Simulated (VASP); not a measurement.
# Si (P2_1/m) in VASP: further runs, part 2 of 2

VASP 6.6.1. Earlier steps stand in the parts before.

## Step 3: Single point, LDA (atoms displaced along a vibrational mode)

Contents of INCAR:

```
ALGO = Fast
EDIFF = 1E-7
ENCUT = 520
ISIF = 2
ISMEAR = 0
LASPH = T
LCHARG = F
LREAL = F
LWAVE = F
NBANDS = 11
NELM = 80
PREC = Accurate
SIGMA = 0.15
```

Contents of KPOINTS:

```
k-points
0
Gamma
  24 24 14
```

Contents of POSCAR:

```
Si
1.0
    2.6510666862      0.0000000000      0.0000000000
   -1.3255333431      2.2958910974      0.0000000000
    0.0000000000      0.0000000000      4.5417424135
Si
2
Direct
    0.2842964680      0.6666666667      0.2500000000
    0.7157035320      0.3333333333      0.7500000000
```

Potentials or basis: VASP PAW LDA potentials, release 64 (Si).

Started as:

```
cat potpaw_LDA.64/Si/POTCAR > POTCAR
mpirun -np 1 vasp_std > vasp.out
```

OUTCAR:

```text
EDIFF = 1E-7
   ENCUT = 520
   ISIF = 2
   ISMEAR = 0
   LASPH = T
   LREAL = F
   NELM = 80
   PREC = Accurate

 ion  position               nearest neighbor table
   1  0.284  0.667  0.250-   2 2.62   2 2.62   2 2.75   2 2.75   2 2.87   2 2.87
   2  0.716  0.333  0.750-   1 2.62   1 2.62   1 2.75   1 2.75   1 2.87   1 2.87

  LATTYP: Found a hexagonal cell.
 ALAT       =     2.6510666862
 C/A-ratio  =     1.7131754690

  Lattice vectors:

 A1 = (   2.6510666862,   0.0000000000,   0.0000000000)
 A2 = (  -1.3255333431,   2.2958910974,   0.0000000000)
 A3 = (   0.0000000000,   0.0000000000,   4.5417424135)

Analysis of symmetry for initial positions (statically):
=====================================================================
 Subroutine PRICEL returns:
 Original cell was already a primitive cell.

 Routine SETGRP: Setting up the symmetry group for a
 hexagonal supercell.

 Subroutine GETGRP returns: Found  4 space group operations
 (whereof  2 operations were pure point group operations)
 out of a pool of 24 trial point group operations.

The static configuration has the point symmetry S_2 .
 The point group associated with its full space group is C_2h.

Analysis of symmetry for dynamics (positions and initial velocities):
=====================================================================
 Subroutine PRICEL returns:
 Original cell was already a primitive cell.

 Routine SETGRP: Setting up the symmetry group for a
 hexagonal supercell.

 Subroutine GETGRP returns: Found  4 space group operations
 (whereof  2 operations were pure point group operations)
 out of a pool of 24 trial point group operations.

The dynamic configuration has the point symmetry S_2 .
 The point group associated with its full space group is C_2h.

 Subroutine INISYM returns: Found  4 space group operations
 (whereof  2 operations are pure point group operations),
 and found     1 'primitive' translations

----------------------------------------------------------------------------------------

                                     Primitive cell

  volume of cell :      27.6436

  direct lattice vectors                    reciprocal lattice vectors
     2.651066686  0.000000000  0.000000000     0.377206656  0.217780364  0.000000000
    -1.325533343  2.295891097  0.000000000     0.000000000  0.435560729  0.000000000
     0.000000000  0.000000000  4.541742413     0.000000000  0.000000000  0.220179814

  length of vectors
     2.651066686  2.651066686  4.541742413     0.435560729  0.435560729  0.220179814

  position of ions in fractional coordinates (direct lattice)
     0.284296468  0.666666667  0.250000000
     0.715703532  0.333333333  0.750000000

  ion indices of the primitive-cell ions
   primitive index   ion index
                 1           1
                 2           2

----------------------------------------------------------------------------------------

 KPOINTS: k-points

Automatic generation of k-mesh.
 Grid dimensions read from file:
 generate k-points for:   24   24   14

 Generating k-lattice:

  Cartesian coordinates                     Fractional coordinates (reciprocal lattice)
     0.015716944  0.009074182  0.000000000     0.041666667 -0.000000000  0.000000000
     0.000000000  0.018148364  0.000000000     0.000000000  0.041666667  0.000000000
     0.000000000  0.000000000  0.015727130     0.000000000  0.000000000  0.071428571

  Length of vectors
     0.018148364  0.018148364  0.015727130

  Shift w.r.t. Gamma in fractional coordinates (k-lattice)
     0.000000000  0.000000000  0.000000000

 Subroutine IBZKPT returns following result:
 ===========================================

 Found   2320 irreducible k-points:

 Following reciprocal coordinates:
            Coordinates               Weight
  0.000000  0.000000  0.000000      1.000000
  0.041667 -0.000000  0.000000      2.000000
  0.000000  0.041667  0.000000      2.000000
 -0.041667  0.041667  0.000000      2.000000
  0.083333 -0.000000  0.000000      2.000000
  0.000000  0.083333  0.000000      2.000000
[... 16 lines left out ...]
  0.333333 -0.000000  0.000000      2.000000
  0.000000  0.333333  0.000000      2.000000
 [... further k-points ...]
   k-points           NKPTS =   2320   k-points in BZ     NKDIM =   2320   number of bands    NBANDS=     11
   number of dos      NEDOS =    301   number of ions     NIONS =      2
   total plane-waves  NPLWV =  14400
   dimension x,y,z NGX =    20 NGY =   20 NGZ =   36
   dimension x,y,z NGXF=    40 NGYF=   40 NGZF=   72
   ions per type =               2
   NGX,Y,Z   is equivalent  to a cutoff of  12.54, 12.54, 13.18 a.u.
   NGXF,Y,Z  is equivalent  to a cutoff of  25.08, 25.08, 26.35 a.u.
 SYSTEM =  unknown system
   PREC   = accura    normal or accurate (medium, high low for compatibility)
   ISTART =      0    job   : 0-new  1-cont  2-samecut
   ICHARG =      2    charge: 1-file 2-atom 10-const
   ISPIN  =      1    spin polarized calculation?
   LNONCOLLINEAR =      F non collinear calculations
   LSORBIT =      F    spin-orbit coupling
   LASPH  =      T    aspherical Exc in radial PAW
   ENCUT  =  520.0 eV  38.22 Ry    6.18 a.u.   4.93  4.93  8.44*2*pi/ulx,y,z
   NELM   =     80;   NELMIN=  2; NELMDL= -5     # of ELM steps
   EDIFF  = 0.1E-06   stopping-criterion for ELM
   LREAL  =      F    real-space projection
   EDIFFG = 0.1E-05   stopping-criterion for IOM
   NSW    =      0    number of steps for IOM
   IBRION =     -1    ionic relax: 0-MD 1-quasi-New 2-CG
   NFREE  =      0    steps in history (QN), initial steepest desc. (CG)
   ISIF   =      2    stress and relaxation
   ISYM   =      2    0-nonsym 1-usesym 2-fastsym
   POTIM  = 0.5000    time-step for ionic-motion
   TEBEG  =    0.0;   TEEND  =   0.0 temperature during run
   PSTRESS=    0.0 pullay stress
   NELECT =       8.0000    total number of electrons
   NUPDOWN=      -1.0000    fix difference up-down
   EMIN   =  10.00;   EMAX   =-10.00  energy-range for DOS
   EFERMI =   0.00;   METHOD = LEGACY
   ISMEAR =     0;   SIGMA  =   0.15  broadening in eV -4-tet -1-fermi 0-gaus
   EFERMI_NEDOS =   21; number of points for ismear=-14 and -15
   IALGO  =     68    algorithm
   IMIX   =      4    mixing-type and parameters
     AMIX     =   0.40;   BMIX     =  1.00
     AMIX_MAG =   1.60;   BMIX_MAG =  1.00
  volume/ion in A,a.u.               =      13.82        93.27
  Fermi-wavevector in a.u.,A,eV,Ry     =   1.082863  2.046314 15.954074  1.172591
  Thomas-Fermi vector in A             =   2.218915
   LORBIT       =      0    0 simple, 1 ext, 2 COOP (PROOUT), +10 PAW based schemes
   GGA     = CA    functional components
   LHFCALC =     F    Hartree Fock is set to
   AEXX    =    0.0000 exact exchange contribution
   IVDW    =     0    specifies the selected vdW correction
   LEPSILON=     F    determine dielectric tensor
   LRPA    =     F    only Hartree local field effects (RPA)
 non-spin polarized calculation
 RMM-DIIS sequential band-by-band and
 Gauss-broadening in eV      SIGMA  =   0.15
  energy-cutoff  :      520.00
  volume of cell :       27.64
 maximum number of plane-waves:       771
   NGX =  9   NGY =  9   NGZ = 17

 number of electron       8.0000001 magnetization

 Free energy of the ion-electron system (eV)
  ---------------------------------------------------
  ext. energy  EPLUGINS =         0.00000000
  ---------------------------------------------------
  free energy    TOTEN  =       -11.10757267 eV

  energy without entropy =      -11.09951074  energy(sigma->0) =      -11.10354171

 E-fermi :  10.7214     XC(G=0): -11.4458

 val. band max:       10.7192508730   @ k =   0.3750   0.2500   0.0000
 cond. band min:      10.7229647929   @ k =   0.4583  -0.1667  -0.2857
 fundamental gap:      0.0037139199
 Fermi energy:        10.7214497584

 k-point     1 :       0.0000    0.0000    0.0000
  band No.  band energies     occupation
      1      -4.0835      2.00000
      2       2.3341      2.00000
      3       3.3375      2.00000
      4      19.6329      0.00000
      5      20.3055      0.00000
      6      20.8444      0.00000
      7      21.1733      0.00000
      8      21.6618      0.00000
      9      21.6629      0.00000
     10      23.2340      0.00000
     11      24.9189      0.00000
[... 309 lines left out ...]
 k-point    24 :       0.0000    0.3333    0.0000
  band No.  band energies     occupation
      1      -1.0523      2.00000
      2       5.2916      2.00000
      3       6.1999      2.00000
      4       7.8305      2.00000
      5      13.7930      0.00000
      6      14.9022      0.00000
      7      15.4231      0.00000
      8      17.1350      0.00000
      9      20.7073      0.00000
     10      23.0164      0.00000
     11      23.1750      0.00000

 [... further k-points ...]
[... 5 lines left out ...]
  --------------------------------------------------------------------------------------
  -------------------------------------------------------------------------------------
  Total        0.0821244      0.0413434      0.0785690     -0.0304469      0.0000000      0.0000000
  in kB        4.7597964      2.3961933      4.5537334     -1.7646519      0.0000000      0.0000000
  external PRESSURE =       3.9032410 kB  Pullay stress =       0.0000000 kB

 VOLUME and BASIS-vectors are now :
 -----------------------------------------------------------------------------
  energy-cutoff  :      520.00
  volume of cell :       27.64
      direct lattice vectors                 reciprocal lattice vectors
     2.651066686  0.000000000  0.000000000     0.377206656  0.217780364  0.000000000
    -1.325533343  2.295891097  0.000000000     0.000000000  0.435560729  0.000000000
     0.000000000  0.000000000  4.541742413     0.000000000  0.000000000  0.220179814

 POSITION                                       TOTAL-FORCE (eV/Angst)
 -----------------------------------------------------------------------------------
     -0.13000      1.53059      1.13544        -0.143258     -0.064358      0.000000
      1.45553      0.76530      3.40631         0.143258      0.064358     -0.000000
 -----------------------------------------------------------------------------------
    total drift:                                0.000000      0.000000     -0.000000

  FREE ENERGIE OF THE ION-ELECTRON SYSTEM (eV)
  ---------------------------------------------------
  free  energy   TOTEN  =       -11.1075726698 eV

  energy  without entropy=      -11.0995107417  energy(sigma->0) =      -11.10354171
```

stdout:

```text
POSCAR found type information on POSCAR Si
 POSCAR found :  1 types and       2 ions
 scaLAPACK will be used
 LDA part: xc-table for (Slater(with rela. corr.)+CA(PZ))
 , standard interpolation
 POSCAR, INCAR and KPOINTS ok, starting setup
 FFT: planning ... GRIDC
 FFT: planning ... GRID_SOFT
 FFT: planning ... GRID
 WAVECAR not read
 entering main loop
```

Wall time 15 min (1 thread of Oxide Virtual Turin-like, shared host); peak memory 0.56 GiB.

Results:

| Property | Result |
| --- | --- |
| Free energy | -11.1076 eV |
| Pressure | 0.4 GPa |
| Largest force | 0.157 eV/Å |
| Band gap on the k mesh | zero (bands 4 and 5 overlap by 12.60 eV) |

Forces on the atoms (eV/Å):
```
Si  -0.143 -0.064  0.000
Si   0.143  0.064  0.000
```

Stress tensor (GPa, compression positive):
```
 0.48 -0.18  0.00
-0.18  0.24  0.00
 0.00  0.00  0.46
```

Caveat: the cell differs from its parent crystal (atoms displaced along a vibrational mode).

## Step 4: Single point, LDA (atoms displaced along a vibrational mode)

Contents of INCAR:

```
  PREC = Accurate
  ENCUT = 520
  EDIFF = 1E-6
  ISMEAR = 0
  SIGMA = 0.15
  LREAL = False
  LASPH = True
  NELM = 100
  ALGO = Fast
  ISIF = 2
  LWAVE = False
  LCHARG = True
  LELF = True
  LVHAR = True
  NBANDS = 11
```

Contents of KPOINTS:

```
Automatic mesh
0
Gamma
  24 24 14
```

Contents of POSCAR:

```
Si
1.0
    2.6510666862      0.0000000000      0.0000000000
   -1.3255333431      2.2958910974      0.0000000000
    0.0000000000      0.0000000000      4.5417424135
Si
2
Direct
    0.3578517660      0.6666666667      0.2500000000
    0.6421482340      0.3333333333      0.7500000000
```

Started as:

```
cat potpaw_LDA.64/Si/POTCAR > POTCAR
mpirun -np 1 vasp_std > vasp.out
```

It took 9.7 min on 1 thread of Oxide Virtual Turin-like, shared host; peak memory 0.56 GiB.

It converged, with:

| Item | Value |
| --- | --- |
| Free energy | -11.0931 eV |
| Pressure | 0.1 GPa |
| Largest force | 0.079 eV/Å |
| Band gap on the k mesh | zero (bands 4 and 5 overlap by 12.79 eV) |

Forces in eV/Å, atoms in the order of the input:
```
Si   0.077 -0.018  0.000
Si  -0.077  0.018  0.000
```

Stress tensor (GPa, compression positive):
```
 0.25  0.14  0.00
 0.14  0.15  0.00
 0.00  0.00 -0.06
```

Levels at points of the mesh, in eV from the Fermi level:
| k point | band 1 | band 2 | band 3 | band 4 | band 5 | band 6 | band 7 | band 8 | band 9 |
| --- | --- | --- | --- | --- | --- | --- | --- | --- | --- |
| (0.00, 0.00, 0.00) | -14.82 | -8.40 | -7.39 | 9.05 | 9.40 | 10.28 | 10.41 | 10.69 | 10.85 |
| (0.50, 0.00, 0.00) | -8.40 | -7.70 | -2.10 | -1.83 | -1.50 | 0.24 | 3.91 | 6.11 | 8.91 |
| (0.00, 0.50, 0.00) | -8.32 | -7.78 | -2.03 | -1.63 | -1.56 | -0.06 | 3.94 | 5.99 | 9.01 |
| (0.50, 0.50, 0.00) | -8.24 | -7.87 | -1.96 | -1.64 | -1.38 | -0.38 | 3.93 | 6.02 | 8.90 |
| (0.00, 0.00, 0.50) | -13.08 | -13.08 | 0.40 | 0.40 | 10.42 | 10.42 | 10.67 | 10.67 | 12.09 |
| (0.50, 0.00, 0.50) | -6.70 | -6.70 | -6.02 | -6.02 | 5.36 | 5.36 | 5.85 | 5.85 | 6.85 |
| (0.00, 0.50, 0.50) | -6.64 | -6.64 | -6.08 | -6.08 | 5.27 | 5.27 | 5.86 | 5.86 | 6.79 |
| (0.50, 0.50, 0.50) | -6.59 | -6.59 | -6.13 | -6.13 | 5.36 | 5.36 | 5.63 | 5.63 | 6.80 |

Caveat: the cell differs from its parent crystal (atoms displaced along a vibrational mode).

## Step 5: Summary

| cell | further INCAR settings | gap on the mesh (eV) | pressure (GPa) | largest force (eV/Å) |
| --- | --- | --- | --- | --- |
| as given, atomic positions A | ALGO = Fast; EDIFF = 1e-07; NBANDS = 11 | none | 0.2 | 0.12 |
| as given, atomic positions B | ALGO = Fast; EDIFF = 1e-07; NBANDS = 11 | none | 0.4 | 0.16 |
| as given, atomic positions C | ALGO = Fast; EDIFF = 1e-06; NBANDS = 11 | none | 0.1 | 0.08 |

Alike in all rows: task single point; level LDA; potentials or basis VASP PAW LDA potentials, release 64 (Si); no spin polarisation; k mesh 24 × 24 × 14; cutoff (eV) 520; smearing gaussian 0.15 eV.

Absolute energies hang on the potentials; compare differences alone.
